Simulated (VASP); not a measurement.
# Sc2Al: single point with PBEsol

Crystal: Sc2Al.

```xyz
6
Lattice="4.9722 0.0000 0.0000 -2.4861 4.3060 0.0000 0.0000 0.0000 5.7812" Properties=species:S:1:pos:R:3 pbc="T T T"
Sc    0.0000    0.0000    0.0000
Sc    0.0000    0.0000    2.8906
Sc    0.0000    2.8707    4.3359
Sc    2.4861    1.4353    1.4453
Al    0.0000    2.8707    1.4453
Al    2.4861    1.4353    4.3359
```

This cell differs from its parent crystal: strain +0.025 along x and y, -0.050 along z.

```json
{
 "Program": "VASP 6.6.1",
 "Task": "single point",
 "Functional": "PBEsol",
 "Potentials or basis": "VASP PAW PBE potentials, release 64 (Sc_sv, Al)",
 "Cutoff": "520 eV",
 "k mesh": "12 × 12 × 8",
 "Occupations": "gaussian, width 0.15 eV",
 "Spin": "no spin polarisation"
}
```

| Item | Value |
| --- | --- |
| Pressure | 0.1 GPa |
| Band gap on the k mesh | zero (bands 25 and 26 overlap by 0.76 eV) |

Stress tensor (GPa, compression positive):
```
-3.43  0.00  0.00
 0.00 -3.43  0.00
 0.00  0.00  7.11
```

Levels at points of the mesh, in eV from the Fermi level:
```
           k point  band 21  band 22  band 23  band 24  band 25  band 26  band 27  band 28  band 29  band 30
(0.00, 0.00, 0.00)    -1.81    -0.74    -0.64    -0.64    -0.28    -0.28    -0.18    -0.18     1.84     2.11
(0.50, 0.00, 0.00)    -1.17    -1.01    -0.99    -0.71    -0.70     0.24     0.31     0.58     1.33     1.33
(0.00, 0.00, 0.50)    -1.51    -1.51    -0.83    -0.83     0.15     0.15     0.15     0.15     1.46     1.46
(0.50, 0.00, 0.50)    -1.02    -1.02    -1.00    -1.00     0.28     0.28     0.54     0.54     1.24     1.24
```

It took 5.9 min on 1 thread of Intel(R) Xeon(R) 6975P-C (Granite Rapids), with other jobs on the host, peak memory 0.47 GiB.

Caveat: the cell differs from its parent crystal (strain +0.025 along x and y, -0.050 along z); the stress differs along the axes, from -3 to 7 GPa; the PAW data sets were made with another functional, which shifts forces and pressure a little.
